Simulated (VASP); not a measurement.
# HfC (Pmm2) in VASP: notebook

Runs on HfC. Level: PBE. Tasks: single point.

Program: VASP 6.6.1. These are calculated values, not measurements. Logs are shortened: lines on timing, memory, paths and dates and some standing lists are left out, and cuts for length are marked.

## 1. The cell of the first run

The structure is orthorhombic, space group Pmm2 (No. 25). The conventional cell has a = 2.439 Å, b = 4.695 Å, c = 2.562 Å, α = 90.00°, β = 90.00°, γ = 90.00°. Hf (site symmetry mm2) has 4 C at 2.43 to 3.03 Å and 4 Hf at 2.44 to 2.56 Å within 3.2 Å. Within 3.2 Å of C (site symmetry mm2) lie 4 Hf at 2.43 to 3.03 Å and 4 C at 2.44 to 2.56 Å.

## 2. Single point, PBE

INCAR reads:

```
PREC = Accurate ; ENCUT = 520
EDIFF = 1E-7 ; ISMEAR = -1
SIGMA = 0.05 ; LREAL = F
LASPH = T ; NELM = 100
ALGO = Normal ; ISIF = 2
LWAVE = F ; LCHARG = F
GGA = PE ; NBANDS = 14
```

KPOINTS reads:

```
regular mesh
0
Gamma
  11 6 10
```

POSCAR reads:

```
HfC
1.0
    2.4394258800      0.0000000000      0.0000000000
    0.0000000000      4.6949966100      0.0000000000
    0.0000000000      0.0000000000      2.5622747300
Hf C
1 1
Direct
    0.0000000000      0.0000000000      0.0000000000
    0.0000000000      0.5000000000      0.7500000000
```

Potentials or basis: VASP PAW PBE potentials, release 64 (Hf_pv, C).

Launch:

```
> cat potpaw_PBE.64/Hf_pv/POTCAR potpaw_PBE.64/C/POTCAR > POTCAR
> mpirun -np 1 vasp_std > vasp.out
```

OUTCAR:

```text
PREC = Accurate
   ENCUT = 520
   EDIFF = 1E-7
   ISMEAR = -1
   LREAL = F
   LASPH = T
   NELM = 100
   ISIF = 2
   GGA = PE

 ion  position               nearest neighbor table
   1  0.000  0.000  0.000-   2 2.43   2 2.43
   2  0.000  0.500  0.750-   1 2.43   1 2.43

  LATTYP: Found a simple orthorhombic cell.
 ALAT       =     2.4394258800
 B/A-ratio  =     1.0503597387
 C/A-ratio  =     1.9246317949

  Lattice vectors:

 A1 = (  -2.4394258800,   0.0000000000,   0.0000000000)
 A2 = (   0.0000000000,   0.0000000000,   2.5622747300)
 A3 = (   0.0000000000,   4.6949966100,   0.0000000000)

Analysis of symmetry for initial positions (statically):
=====================================================================
 Subroutine PRICEL returns:
 Original cell was already a primitive cell.

 Routine SETGRP: Setting up the symmetry group for a
 simple orthorhombic supercell.

 Subroutine GETGRP returns: Found  4 space group operations
 (whereof  4 operations were pure point group operations)
 out of a pool of  8 trial point group operations.

The static configuration has the point symmetry C_2v.

Analysis of symmetry for dynamics (positions and initial velocities):
=====================================================================
 Subroutine PRICEL returns:
 Original cell was already a primitive cell.

 Routine SETGRP: Setting up the symmetry group for a
 simple orthorhombic supercell.

 Subroutine GETGRP returns: Found  4 space group operations
 (whereof  4 operations were pure point group operations)
 out of a pool of  8 trial point group operations.

The dynamic configuration has the point symmetry C_2v.

 Subroutine INISYM returns: Found  4 space group operations
 (whereof  4 operations are pure point group operations),
 and found     1 'primitive' translations

----------------------------------------------------------------------------------------

                                     Primitive cell

  volume of cell :      29.3460

  direct lattice vectors                    reciprocal lattice vectors
     2.439425880  0.000000000  0.000000000     0.409932521  0.000000000  0.000000000
     0.000000000  4.694996610  0.000000000     0.000000000  0.212992699  0.000000000
     0.000000000  0.000000000  2.562274730     0.000000000  0.000000000  0.390278212

  length of vectors
     2.439425880  4.694996610  2.562274730     0.409932521  0.212992699  0.390278212
[... 83 lines left out ...]
   EDIFFG = 0.1E-05   stopping-criterion for IOM
   NSW    =      0    number of steps for IOM
   IBRION =     -1    ionic relax: 0-MD 1-quasi-New 2-CG
   NFREE  =      0    steps in history (QN), initial steepest desc. (CG)
   ISIF   =      2    stress and relaxation
   ISYM   =      2    0-nonsym 1-usesym 2-fastsym
   POTIM  = 0.5000    time-step for ionic-motion
   TEBEG  =    0.0;   TEEND  =   0.0 temperature during run
   PSTRESS=    0.0 pullay stress
   NELECT =      14.0000    total number of electrons
   NUPDOWN=      -1.0000    fix difference up-down
   EMIN   =  10.00;   EMAX   =-10.00  energy-range for DOS
   EFERMI =   0.00;   METHOD = LEGACY
   ISMEAR =    -1;   SIGMA  =   0.05  broadening in eV -4-tet -1-fermi 0-gaus
   EFERMI_NEDOS =   21; number of points for ismear=-14 and -15
   IALGO  =     38    algorithm
   IMIX   =      4    mixing-type and parameters
     AMIX     =   0.40;   BMIX     =  1.00
     AMIX_MAG =   1.60;   BMIX_MAG =  1.00
  volume/ion in A,a.u.               =      14.67        99.02
  Fermi-wavevector in a.u.,A,eV,Ry     =   1.279189  2.417316 22.263539  1.636324
  Thomas-Fermi vector in A             =   2.411689
   LORBIT       =      0    0 simple, 1 ext, 2 COOP (PROOUT), +10 PAW based schemes
   GGA     = PE    functional components
   LHFCALC =     F    Hartree Fock is set to
   AEXX    =    0.0000 exact exchange contribution
   IVDW    =     0    specifies the selected vdW correction
   LEPSILON=     F    determine dielectric tensor
   LRPA    =     F    only Hartree local field effects (RPA)
 non-spin polarized calculation
  energy-cutoff  :      520.00
  volume of cell :       29.35
 maximum number of plane-waves:       822
 NGX is ok and might be reduce to    18
   NGX =  9   NGY = 17   NGZ =  9

 number of electron      14.0000001 magnetization

 Free energy of the ion-electron system (eV)
  ---------------------------------------------------
  ext. energy  EPLUGINS =         0.00000000
  ---------------------------------------------------
  free energy    TOTEN  =       -14.11617265 eV

  energy without entropy =      -14.10266922  energy(sigma->0) =      -14.10942093

 E-fermi :   4.5344     XC(G=0): -11.4836

 val. band max:        4.5255923229   @ k =   0.4545   0.0000   0.0000
 cond. band min:       4.5405272746   @ k =   0.1818   0.3333   0.1000
 fundamental gap:      0.0149349517
 Fermi energy:         4.5343949149

 k-point     1 :       0.0000    0.0000    0.0000
  band No.  band energies     occupation
      1     -25.6950      2.00000
      2     -24.3736      2.00000
      3     -23.9254      2.00000
      4      -7.2778      2.00000
      5       0.1357      2.00000
      6       1.9882      2.00000
      7       2.1841      2.00000
      8       7.6061      0.00000
      9       8.9411      0.00000
     10       9.5937      0.00000
     11      10.7858      0.00000
     12      12.0604      0.00000
     13      14.9788      0.00000
     14      15.0950      0.00000
[... 377 lines left out ...]
      1     -27.5663      2.00000
      2     -25.1841      2.00000
      3     -23.9745      2.00000
      4      -3.5022      2.00000
      5      -0.1916      2.00000
      6       1.7950      2.00000
      7       4.0137      1.99994
      8       5.5594      0.00000
      9       8.2634      0.00000
     10       8.3711      0.00000
     11       8.9527      0.00000
     12      12.1841      0.00000
     13      14.8215      0.00000
     14      17.7120      0.00000

 [... further k-points ...]
[... 5 lines left out ...]
  --------------------------------------------------------------------------------------
  -------------------------------------------------------------------------------------
  Total       10.1728692     -9.2473684      4.9771524      0.0000000      0.0000000      0.0000000
  in kB      555.3994450   -504.8706670    271.7333330      0.0000000      0.0000000      0.0000000
  external PRESSURE =     107.4207037 kB  Pullay stress =       0.0000000 kB

 VOLUME and BASIS-vectors are now :
 -----------------------------------------------------------------------------
  energy-cutoff  :      520.00
  volume of cell :       29.35
      direct lattice vectors                 reciprocal lattice vectors
     2.439425880  0.000000000  0.000000000     0.409932521  0.000000000  0.000000000
     0.000000000  4.694996610  0.000000000     0.000000000  0.212992699  0.000000000
     0.000000000  0.000000000  2.562274730     0.000000000  0.000000000  0.390278212

 POSITION                                       TOTAL-FORCE (eV/Angst)
 -----------------------------------------------------------------------------------
      0.00000      0.00000      0.00000         0.000000      0.000000      0.130502
      0.00000      2.34750      1.92171         0.000000      0.000000     -0.130502
 -----------------------------------------------------------------------------------
    total drift:                               -0.000000      0.000000      0.000236

  FREE ENERGIE OF THE ION-ELECTRON SYSTEM (eV)
  ---------------------------------------------------
  free  energy   TOTEN  =       -14.1161726452 eV

  energy  without entropy=      -14.1026692227  energy(sigma->0) =      -14.10942093
```

stdout:

```text
POSCAR found type information on POSCAR HfC
 POSCAR found :  2 types and       2 ions
 scaLAPACK will be used
 LDA part: xc-table for (Slater+PW92), standard interpolation
 POSCAR, INCAR and KPOINTS ok, starting setup
 FFT: planning ... GRIDC
 FFT: planning ... GRID_SOFT
 FFT: planning ... GRID
 WAVECAR not read
 entering main loop
```

Wall time 40 s (1 thread of Intel Xeon Platinum 8259CL at 2.50GHz (Skylake/Cascade Lake), shared host); peak memory 0.18 GiB.

Results:

- Free energy: -14.1162 eV
- Pressure: 10.7 GPa
- Largest force: 0.131 eV/Å
- Band gap on the k mesh: zero (band 7 reaches 5.05 eV, above the bottom of band 8 at 3.37 eV)

Forces on the atoms (eV/Å):
```
Hf   0.000  0.000  0.131
C    0.000  0.000 -0.131
```

Caveat: spin-orbit coupling is left out, which moves the levels of the heavy elements.

## 3. Single point, PBE

INCAR reads:

```
SYSTEM = HfC
PREC     = Accurate       ! precision mode
ENCUT    = 520            ! plane-wave cutoff, eV
EDIFF    = 1E-6           ! SCF threshold, eV
ISMEAR   = -1             ! smearing method
SIGMA    = 0.05           ! smearing width, eV
LREAL    = .False.        ! projectors in reciprocal space
LASPH    = .True.         ! aspherical terms in the spheres
NELM     = 100            ! most SCF steps
ALGO     = Normal         ! electronic algorithm
ISIF     = 2              ! what is computed and relaxed
LWAVE    = .False.        ! write WAVECAR
LCHARG   = .False.        ! write CHGCAR
GGA      = PE             ! functional
NBANDS   = 14             ! bands
```

KPOINTS reads:

```
regular mesh
0
Gamma
  11 6 10
  0 0 0
```

POSCAR is that of step 2.

Potentials or basis: VASP PAW PBE potentials, release 64 (Hf_pv, C).

Launch:

```
> cat potpaw_PBE.64/Hf_pv/POTCAR potpaw_PBE.64/C/POTCAR > POTCAR
> mpirun -np 1 vasp_std > vasp.out
```

OUTCAR:

```text
SYSTEM = HfC
   PREC = Accurate
   ENCUT = 520
   EDIFF = 1E-6
   ISMEAR = -1
   LREAL = .False.
   LASPH = .True.
   NELM = 100
   ISIF = 2
   GGA = PE

 ion  position               nearest neighbor table
   1  0.000  0.000  0.000-   2 2.43   2 2.43
   2  0.000  0.500  0.750-   1 2.43   1 2.43

  LATTYP: Found a simple orthorhombic cell.
 ALAT       =     2.4394258800
 B/A-ratio  =     1.0503597387
 C/A-ratio  =     1.9246317949

  Lattice vectors:

 A1 = (  -2.4394258800,   0.0000000000,   0.0000000000)
[... 585 lines left out ...]
      9       8.2634      0.00000
     10       8.3711      0.00000
     11       8.9527      0.00000
     12      12.1841      0.00000
     13      14.8215      0.00000
     14      17.7120      0.00000

 [... further k-points ...]
[... 5 lines left out ...]
  --------------------------------------------------------------------------------------
  -------------------------------------------------------------------------------------
  Total       10.1729017     -9.2473734      4.9771527      0.0000000      0.0000000      0.0000000
  in kB      555.4012171   -504.8709412    271.7333529      0.0000000      0.0000000      0.0000000
  external PRESSURE =     107.4212096 kB  Pullay stress =       0.0000000 kB

 VOLUME and BASIS-vectors are now :
 -----------------------------------------------------------------------------
  energy-cutoff  :      520.00
  volume of cell :       29.35
      direct lattice vectors                 reciprocal lattice vectors
     2.439425880  0.000000000  0.000000000     0.409932521  0.000000000  0.000000000
     0.000000000  4.694996610  0.000000000     0.000000000  0.212992699  0.000000000
     0.000000000  0.000000000  2.562274730     0.000000000  0.000000000  0.390278212

 POSITION                                       TOTAL-FORCE (eV/Angst)
 -----------------------------------------------------------------------------------
      0.00000      0.00000      0.00000         0.000000      0.000000      0.130431
      0.00000      2.34750      1.92171         0.000000      0.000000     -0.130431
 -----------------------------------------------------------------------------------
    total drift:                                0.000000      0.000000      0.000172

  FREE ENERGIE OF THE ION-ELECTRON SYSTEM (eV)
  ---------------------------------------------------
  free  energy   TOTEN  =       -14.1161726437 eV

  energy  without entropy=      -14.1026692212  energy(sigma->0) =      -14.10942093
```

stdout:

```text
POSCAR found type information on POSCAR HfC
 POSCAR found :  2 types and       2 ions
 scaLAPACK will be used
 LDA part: xc-table for (Slater+PW92), standard interpolation
 POSCAR, INCAR and KPOINTS ok, starting setup
 FFT: planning ... GRIDC
 FFT: planning ... GRID_SOFT
 FFT: planning ... GRID
 WAVECAR not read
 entering main loop
```

Wall time 21 s (1 thread of Intel Xeon 6975P-C (Granite Rapids), shared host); peak memory 0.18 GiB.

Results:

```
Free energy            : -14.1162 eV
Pressure               : 10.7 GPa
Largest force          : 0.130 eV/Å
Band gap on the k mesh : zero (band 7 reaches 5.05 eV, above the bottom of band 8 at 3.37 eV)
```

Forces on the atoms (eV/Å):
```
Hf   0.000  0.000  0.130
C    0.000  0.000 -0.130
```

Caveat: spin-orbit coupling is left out, which moves the levels of the heavy elements.
